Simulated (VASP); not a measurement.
# Ta (Im-3m) in VASP: notebook

The runs below take Ta through single point, with r2SCAN.

Program: VASP 6.6.1. These are calculated values, not measurements. Logs are shortened: lines on timing, memory, paths and dates and some standing lists are left out, and cuts for length are marked.

## Step 1: The cell of the first run

The structure is cubic, space group Im-3m (No. 229). Conventional cell: a = 3.310 Å, b = 3.310 Å, c = 3.310 Å, α = 90.00°, β = 90.00°, γ = 90.00°. Within 3.8 Å of Ta (site symmetry m-3m) lie 14 Ta at 2.87 to 3.31 Å.

## Step 2: Single point, r2SCAN

Contents of POSCAR:

```
Ta
1.0
   -1.6549278100      1.6549278100      1.6549278100
    1.6549278100     -1.6549278100      1.6549278100
    1.6549278100      1.6549278100     -1.6549278100
Ta
1
Direct
    0.0000000000      0.0000000000      0.0000000000
```

Contents of INCAR.step1:

```
PREC = Accurate ; ENCUT = 520
ISMEAR = 0 ; SIGMA = 0.1
LREAL = F ; LASPH = T
NELM = 80 ; NBANDS = 12
GGA = PE ; ALGO = Normal
EDIFF = 1E-4 ; LWAVE = T
LCHARG = F
```

Contents of INCAR.step2:

```
PREC = Accurate ; ENCUT = 520
EDIFF = 1E-6 ; ISMEAR = 0
SIGMA = 0.1 ; LREAL = F
LASPH = T ; NELM = 80
ALGO = Normal ; ISIF = 2
LWAVE = F ; LCHARG = F
METAGGA = R2SCAN ; LMIXTAU = T
NBANDS = 12 ; ISTART = 1
```

Contents of KPOINTS:

```
regular mesh
0
Gamma
  8 8 8
```

Potentials or basis: VASP PAW PBE potentials, release 64 (Ta_pv).

On the command line:

```console
cat potpaw_PBE.64/Ta_pv/POTCAR > POTCAR
cp INCAR.step1 INCAR
mpirun -np 1 vasp_std > vasp.out
cp INCAR.step2 INCAR
mpirun -np 1 vasp_std > vasp.out
```

OUTCAR:

```text
PREC = Accurate
   ENCUT = 520
   EDIFF = 1E-6
   ISMEAR = 0
   LREAL = F
   LASPH = T
   NELM = 80
   ISIF = 2
   METAGGA = R2SCAN
   ISTART = 1

 ion  position               nearest neighbor table
   1  0.000  0.000  0.000-

  LATTYP: Found a body centered cubic cell.
 ALAT       =     3.3098556200

  Lattice vectors:

 A1 = (  -1.6549278100,   1.6549278100,   1.6549278100)
 A2 = (   1.6549278100,  -1.6549278100,   1.6549278100)
 A3 = (   1.6549278100,   1.6549278100,  -1.6549278100)

Analysis of symmetry for initial positions (statically):
=====================================================================
 Subroutine PRICEL returns:
 Original cell was already a primitive cell.

 Routine SETGRP: Setting up the symmetry group for a
 body centered cubic supercell.

 Subroutine GETGRP returns: Found 48 space group operations
 (whereof 48 operations were pure point group operations)
 out of a pool of 48 trial point group operations.

The static configuration has the point symmetry O_h .

Analysis of symmetry for dynamics (positions and initial velocities):
=====================================================================
 Subroutine PRICEL returns:
 Original cell was already a primitive cell.

 Routine SETGRP: Setting up the symmetry group for a
 body centered cubic supercell.

 Subroutine GETGRP returns: Found 48 space group operations
 (whereof 48 operations were pure point group operations)
 out of a pool of 48 trial point group operations.

The dynamic configuration has the point symmetry O_h .

 Subroutine INISYM returns: Found 48 space group operations
 (whereof 48 operations are pure point group operations),
 and found     1 'primitive' translations

----------------------------------------------------------------------------------------

                                     Primitive cell

  volume of cell :      18.1300

  direct lattice vectors                    reciprocal lattice vectors
    -1.654927810  1.654927810  1.654927810     0.000000000  0.302127982  0.302127982
     1.654927810 -1.654927810  1.654927810     0.302127982  0.000000000  0.302127982
     1.654927810  1.654927810 -1.654927810     0.302127982  0.302127982  0.000000000

  length of vectors
     2.866419050  2.866419050  2.866419050     0.427273490  0.427273490  0.427273490

  position of ions in fractional coordinates (direct lattice)
     0.000000000  0.000000000  0.000000000

  ion indices of the primitive-cell ions
   primitive index   ion index
                 1           1

----------------------------------------------------------------------------------------

 KPOINTS: regular mesh

Automatic generation of k-mesh.
 Grid dimensions read from file:
 generate k-points for:    8    8    8

 Generating k-lattice:

  Cartesian coordinates                     Fractional coordinates (reciprocal lattice)
     0.000000000  0.037765998  0.037765998     0.125000000  0.000000000  0.000000000
     0.037765998  0.000000000  0.037765998     0.000000000  0.125000000  0.000000000
     0.037765998  0.037765998  0.000000000     0.000000000  0.000000000  0.125000000

  Length of vectors
     0.053409186  0.053409186  0.053409186

  Shift w.r.t. Gamma in fractional coordinates (k-lattice)
     0.000000000  0.000000000  0.000000000

 Subroutine IBZKPT returns following result:
 ===========================================

 Found     29 irreducible k-points:

 Following reciprocal coordinates:
            Coordinates               Weight
  0.000000  0.000000  0.000000      1.000000
  0.125000  0.000000  0.000000     12.000000
  0.250000  0.000000  0.000000     12.000000
  0.375000  0.000000  0.000000     12.000000
  0.500000  0.000000  0.000000      6.000000
  0.125000  0.125000  0.000000     24.000000
[... 16 lines left out ...]
 -0.250000  0.250000  0.250000      6.000000
 -0.375000  0.375000  0.250000     24.000000
 [... further k-points ...]
   k-points           NKPTS =     29   k-points in BZ     NKDIM =     29   number of bands    NBANDS=     12
   number of dos      NEDOS =    301   number of ions     NIONS =      1
   total plane-waves  NPLWV =  13824
   dimension x,y,z NGX =    24 NGY =   24 NGZ =   24
   dimension x,y,z NGXF=    48 NGYF=   48 NGZF=   48
   ions per type =               1
   NGX,Y,Z   is equivalent  to a cutoff of  13.92, 13.92, 13.92 a.u.
   NGXF,Y,Z  is equivalent  to a cutoff of  27.84, 27.84, 27.84 a.u.
 SYSTEM =  unknown system
   PREC   = accura    normal or accurate (medium, high low for compatibility)
   ISTART =      1    job   : 0-new  1-cont  2-samecut
   ICHARG =      0    charge: 1-file 2-atom 10-const
   ISPIN  =      1    spin polarized calculation?
   LNONCOLLINEAR =      F non collinear calculations
   LSORBIT =      F    spin-orbit coupling
   LASPH  =      T    aspherical Exc in radial PAW
   ENCUT  =  520.0 eV  38.22 Ry    6.18 a.u.   5.33  5.33  5.33*2*pi/ulx,y,z
   NELM   =     80;   NELMIN=  2; NELMDL=  0     # of ELM steps
   EDIFF  = 0.1E-05   stopping-criterion for ELM
   LREAL  =      F    real-space projection
   EDIFFG = 0.1E-04   stopping-criterion for IOM
   NSW    =      0    number of steps for IOM
   IBRION =     -1    ionic relax: 0-MD 1-quasi-New 2-CG
   NFREE  =      0    steps in history (QN), initial steepest desc. (CG)
   ISIF   =      2    stress and relaxation
   ISYM   =      2    0-nonsym 1-usesym 2-fastsym
   POTIM  = 0.5000    time-step for ionic-motion
   TEBEG  =    0.0;   TEEND  =   0.0 temperature during run
   PSTRESS=    0.0 pullay stress
   NELECT =      11.0000    total number of electrons
   NUPDOWN=      -1.0000    fix difference up-down
   EMIN   =  10.00;   EMAX   =-10.00  energy-range for DOS
   EFERMI =   0.00;   METHOD = LEGACY
   ISMEAR =     0;   SIGMA  =   0.10  broadening in eV -4-tet -1-fermi 0-gaus
   EFERMI_NEDOS =   21; number of points for ismear=-14 and -15
   IALGO  =     38    algorithm
   IMIX   =      4    mixing-type and parameters
     AMIX     =   0.40;   BMIX     =  1.00
     AMIX_MAG =   1.60;   BMIX_MAG =  1.00
  volume/ion in A,a.u.               =      18.13       122.35
  Fermi-wavevector in a.u.,A,eV,Ry     =   1.385926  2.619020 26.133942  1.920791
  Thomas-Fermi vector in A             =   2.510290
   LORBIT       =      0    0 simple, 1 ext, 2 COOP (PROOUT), +10 PAW based schemes
   METAGGA = R2SCAN    functional components
   LHFCALC =     F    Hartree Fock is set to
   AEXX    =    0.0000 exact exchange contribution
   IVDW    =     0    specifies the selected vdW correction
   LEPSILON=     F    determine dielectric tensor
   LRPA    =     F    only Hartree local field effects (RPA)
 non-spin polarized calculation
 Gauss-broadening in eV      SIGMA  =   0.10
  energy-cutoff  :      520.00
  volume of cell :       18.13
 maximum number of plane-waves:       496
 NGX is ok and might be reduce to    24
   NGX = 11   NGY = 11   NGZ = 11

 number of electron      11.0000001 magnetization

 Free energy of the ion-electron system (eV)
  ---------------------------------------------------
  ext. energy  EPLUGINS =         0.00000000
  ---------------------------------------------------
  free energy    TOTEN  =       -48.59366215 eV

  energy without entropy =      -48.58870283  energy(sigma->0) =      -48.59118249

 E-fermi :   5.3071     XC(G=0): -13.7278

 val. band max:        5.2141779449   @ k =   0.2500   0.0000   0.0000
 cond. band min:       5.3131265011   @ k =   0.5000   0.5000   0.1250
 fundamental gap:      0.0989485562
 Fermi energy:         5.3071003085

 k-point     1 :       0.0000    0.0000    0.0000
  band No.  band energies     occupation
      1     -28.9391      2.00000
      2     -28.9391      2.00000
      3     -28.9391      2.00000
      4      -3.0323      2.00000
      5       6.1275      0.00000
      6       6.1275      0.00000
      7       6.1275      0.00000
      8       9.5961      0.00000
      9       9.5961      0.00000
     10      17.4438      0.00000
     11      21.0178      0.00000
     12      21.0178      0.00000

 k-point     2 :       0.1250    0.0000    0.0000
  band No.  band energies     occupation
      1     -29.1307      2.00000
      2     -28.9978      2.00000
      3     -28.9402      2.00000
      4      -2.3306      2.00000
      5       5.6843      0.00000
      6       5.9284      0.00000
      7       6.8239      0.00000
      8       9.0324      0.00000
      9       9.6049      0.00000
     10      17.4436      0.00000
     11      21.5554      0.00000
     12      22.2539      0.00000

 k-point     3 :       0.2500    0.0000    0.0000
  band No.  band energies     occupation
      1     -29.5720      2.00000
      2     -29.1368      2.00000
      3     -28.9430      2.00000
      4      -0.6393      2.00000
      5       4.7744      2.00000
      6       5.2142      1.81119
      7       8.7945      0.00000
      8       8.9607      0.00000
      9       9.7765      0.00000
     10      17.4432      0.00000
     11      21.1414      0.00000
     12      22.7060      0.00000
[... 286 lines left out ...]
 k-point    23 :      -0.2500    0.2500    0.2500
  band No.  band energies     occupation
      1     -29.5965      2.00000
      2     -29.3515      2.00000
      3     -29.3515      2.00000
      4       1.3344      2.00000
      5       4.3954      2.00000
      6       6.6174      0.00000
      7       6.6174      0.00000
      8       8.6652      0.00000
      9      10.6597      0.00000
     10      17.4431      0.00000
     11      20.6789      0.00000
     12      25.3413      0.00000

 k-point    24 :      -0.3750    0.3750    0.2500
  band No.  band energies     occupation
      1     -29.8437      2.00000
      2     -29.4985      2.00000
      3     -29.3890      2.00000
      4       2.3102      2.00000
      5       3.2662      2.00000
      6       6.6293      0.00000
      7       7.3594      0.00000
      8      10.9316      0.00000
      9      11.1190      0.00000
     10      17.4425      0.00000
     11      19.8593      0.00000
     12      22.1677      0.00000

 [... further k-points ...]
[... 5 lines left out ...]
  --------------------------------------------------------------------------------------
  -------------------------------------------------------------------------------------
  Total       -0.3107881     -0.3107881     -0.3107881      0.0000000     -0.0000000      0.0000000
  in kB      -27.4648904    -27.4648904    -27.4648904      0.0000000     -0.0000000      0.0000000
  external PRESSURE =     -27.4648904 kB  Pullay stress =       0.0000000 kB

 VOLUME and BASIS-vectors are now :
 -----------------------------------------------------------------------------
  energy-cutoff  :      520.00
  volume of cell :       18.13
      direct lattice vectors                 reciprocal lattice vectors
    -1.654927810  1.654927810  1.654927810     0.000000000  0.302127982  0.302127982
     1.654927810 -1.654927810  1.654927810     0.302127982  0.000000000  0.302127982
     1.654927810  1.654927810 -1.654927810     0.302127982  0.302127982  0.000000000

 POSITION                                       TOTAL-FORCE (eV/Angst)
 -----------------------------------------------------------------------------------
      0.00000      0.00000      0.00000        -0.000000      0.000000     -0.000000
 -----------------------------------------------------------------------------------
    total drift:                                0.000000      0.000000      0.000000

  FREE ENERGIE OF THE ION-ELECTRON SYSTEM (eV)
  ---------------------------------------------------
  free  energy   TOTEN  =       -48.5936621491 eV

  energy  without entropy=      -48.5887028321  energy(sigma->0) =      -48.59118249
```

Run time: 14 s. Hardware: 1 thread of Intel Xeon Platinum 8488C (Sapphire Rapids), shared host; peak memory 0.14 GiB.

Results:

- Free energy: -48.5937 eV
- Pressure: -2.7 GPa

Levels at points of the mesh, in eV from the Fermi level:
```csv
k point,band 3,band 4,band 5,band 6,band 7,band 8
"(0.00, 0.00, 0.00)",-34.25,-8.34,0.82,0.82,0.82,4.29
"(0.50, 0.00, 0.00)",-34.25,-4.56,-1.57,1.41,4.16,5.22
"(0.50, 0.50, 0.50)",-35.09,-3.93,-3.93,7.05,7.05,7.05
```

Caveat: the PAW data sets were made with another functional, which shifts forces and pressure a little; spin-orbit coupling is left out, which moves the levels of the heavy elements.

## Step 3: Single point, r2SCAN

This run uses another cell than the first one, of 18.02 Å³/atom, 0.994 times its volume.

Contents of POSCAR:

```
Ta
1.0
   -1.6514654768      1.6514654768      1.6514654768
    1.6514654768     -1.6514654768      1.6514654768
    1.6514654768      1.6514654768     -1.6514654768
Ta
1
Direct
    0.0000000000      0.0000000000      0.0000000000
```

Contents of INCAR.step1:

```
PREC = Accurate ; ENCUT = 520
ISMEAR = 0 ; SIGMA = 0.1
LREAL = False ; LASPH = True
NELM = 100 ; NBANDS = 12
GGA = PE ; ALGO = Normal
EDIFF = 1E-4 ; LWAVE = True
LCHARG = False
```

Contents of INCAR.step2:

```
PREC = Accurate ; ENCUT = 520
EDIFF = 1E-7 ; ISMEAR = 0
SIGMA = 0.1 ; LREAL = False
LASPH = True ; NELM = 100
ALGO = Normal ; ISIF = 2
LWAVE = False ; LCHARG = True
METAGGA = R2SCAN ; LMIXTAU = True
LELF = True ; LVHAR = True
NBANDS = 12 ; ISTART = 1
```

Contents of KPOINTS:

```
Automatic mesh
0
Gamma
  14 14 14
```

Potentials or basis: VASP PAW PBE potentials, release 64 (Ta_pv).

On the command line:

```console
cat potpaw_PBE.64/Ta_pv/POTCAR > POTCAR
cp INCAR.step1 INCAR
mpirun -np 1 vasp_std > vasp.out
cp INCAR.step2 INCAR
mpirun -np 1 vasp_std > vasp.out
```

OUTCAR:

```text
PREC = Accurate
   ENCUT = 520
   EDIFF = 1E-7
   ISMEAR = 0
   LREAL = False
   LASPH = True
   NELM = 100
   ISIF = 2
   METAGGA = R2SCAN
   ISTART = 1

 ion  position               nearest neighbor table
   1  0.000  0.000  0.000-

  LATTYP: Found a body centered cubic cell.
 ALAT       =     3.3029309536

  Lattice vectors:

 A1 = (  -1.6514654768,   1.6514654768,   1.6514654768)
 A2 = (   1.6514654768,  -1.6514654768,   1.6514654768)
 A3 = (   1.6514654768,   1.6514654768,  -1.6514654768)
[... 530 lines left out ...]
      3     -29.0470      2.00000
      4       2.6813      2.00000
      5       3.9799      2.00000
      6       4.5188      2.00000
      7       9.8372      0.00000
      8      10.4257      0.00000
      9      14.9235      0.00000
     10      16.8165      0.00000
     11      17.4539      0.00000
     12      18.6897      0.00000

 [... further k-points ...]
[... 5 lines left out ...]
  --------------------------------------------------------------------------------------
  -------------------------------------------------------------------------------------
  Total        0.0647389      0.0647389      0.0647389      0.0000000     -0.0000000      0.0000000
  in kB        5.7571496      5.7571496      5.7571496      0.0000000     -0.0000000      0.0000000
  external PRESSURE =       5.7571496 kB  Pullay stress =       0.0000000 kB

 VOLUME and BASIS-vectors are now :
 -----------------------------------------------------------------------------
  energy-cutoff  :      520.00
  volume of cell :       18.02
      direct lattice vectors                 reciprocal lattice vectors
    -1.651465477  1.651465477  1.651465477     0.000000000  0.302761400  0.302761400
     1.651465477 -1.651465477  1.651465477     0.302761400  0.000000000  0.302761400
     1.651465477  1.651465477 -1.651465477     0.302761400  0.302761400  0.000000000

 POSITION                                       TOTAL-FORCE (eV/Angst)
 -----------------------------------------------------------------------------------
      0.00000      0.00000      0.00000         0.000000     -0.000000     -0.000000
 -----------------------------------------------------------------------------------
    total drift:                                0.000000      0.000000      0.000000

  FREE ENERGIE OF THE ION-ELECTRON SYSTEM (eV)
  ---------------------------------------------------
  free  energy   TOTEN  =       -48.5883725605 eV

  energy  without entropy=      -48.5842024600  energy(sigma->0) =      -48.58628751
```

OUTCAR.step1:

```text
PREC = Accurate
   ENCUT = 520
   ISMEAR = 0
   LREAL = False
   LASPH = True
   NELM = 100
[... 575 lines left out ...]

 POSITION                                       TOTAL-FORCE (eV/Angst)
 -----------------------------------------------------------------------------------
      0.00000      0.00000      0.00000         0.000000      0.000000     -0.000000
 -----------------------------------------------------------------------------------
    total drift:                                0.000000      0.000000      0.000000

  FREE ENERGIE OF THE ION-ELECTRON SYSTEM (eV)
  ---------------------------------------------------
  free  energy   TOTEN  =       -11.8190671782 eV

  energy  without entropy=      -11.8145053606  energy(sigma->0) =      -11.81678627
```

OSZICAR.step1:

```text
N       E                     dE             d eps       ncg     rms          rms(c)
DAV:   1     0.628018665362E+02    0.62802E+02   -0.60419E+03  2496   0.875E+02
DAV:   2    -0.111488059871E+02   -0.73951E+02   -0.72070E+02  2828   0.249E+02
DAV:   3    -0.122731716337E+02   -0.11244E+01   -0.11082E+01  2920   0.284E+01
DAV:   4    -0.122764109799E+02   -0.32393E-02   -0.32390E-02  2816   0.167E+00
DAV:   5    -0.122764227116E+02   -0.11732E-04   -0.11732E-04  2856   0.918E-02    0.135E+01
DAV:   6    -0.119260482428E+02    0.35037E+00   -0.28333E-01  2932   0.575E+00    0.659E+00
DAV:   7    -0.118200035750E+02    0.10604E+00   -0.25245E-01  2872   0.505E+00    0.381E-01
DAV:   8    -0.118190524674E+02    0.95111E-03   -0.63036E-03  2760   0.598E-01    0.564E-02
DAV:   9    -0.118190671782E+02   -0.14711E-04   -0.31540E-05  2040   0.569E-02
   1 F= -.11819067E+02 E0= -.11816786E+02  d E =-.456182E-02
```

Wall time 47 s (1 thread of Intel Xeon Platinum 8488C (Sapphire Rapids), shared host); peak memory 0.15 GiB.

What came out:

```yaml
Free_energy: -48.5884 eV
Pressure: 0.6 GPa
```

Caveat: the PAW data sets were made with another functional, which shifts forces and pressure a little; spin-orbit coupling is left out, which moves the levels of the heavy elements.

(Continued in part 2 of 2.)
